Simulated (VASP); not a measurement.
A run of VASP 6.6.1 is set up as follows.

File INCAR:

```
PREC = Accurate ; ENCUT = 520
EDIFF = 1E-7 ; ISMEAR = 0
SIGMA = 0.1 ; LREAL = False
LASPH = True ; NELM = 80
ALGO = Normal ; ISIF = 2
LWAVE = False ; LCHARG = False
GGA = PS ; NBANDS = 21
```

File KPOINTS:

```
Automatic mesh
0
Gamma
  10 10 8
```

Contents of POSCAR:

```
HfH2
1.0
    3.3949837369      0.0000000000      0.0000000000
    0.0000000000      3.3949837369      0.0000000000
    0.0000000000      0.0000000000      4.3659697796
Hf H
2 4
Direct
    0.0000000000      0.0000000000      0.0000000000
    0.5000000000      0.5000000000      0.5000000000
    0.0000000000      0.5000000000      0.2500000000
    0.5000000000      0.0000000000      0.2500000000
    0.5000000000      0.0000000000      0.7500000000
    0.0000000000      0.5000000000      0.7500000000
```

Potentials or basis: VASP PAW PBE potentials, release 64 (Hf_pv, H).

The run is started by

```sh
$ cat potpaw_PBE.64/Hf_pv/POTCAR potpaw_PBE.64/H/POTCAR > POTCAR
$ mpirun -np 1 vasp_std > vasp.out
```

Task: Estimate the band gap on the k mesh.

Result: Zero (bands 12 and 13 overlap by 0.85 eV).

Task: Predict the pressure.

Result: 1.6 GPa.

Stress tensor (GPa, compression positive):
```
 2.77  0.00  0.00
 0.00  2.77  0.00
 0.00  0.00 -0.63
```

Caveat: the cell differs from its parent crystal (biaxial strain in the a-b plane: -2.0 %, then relaxed in part); the PAW data sets were made with another functional, which shifts forces and pressure a little; spin-orbit coupling is left out, which moves the levels of the heavy elements.
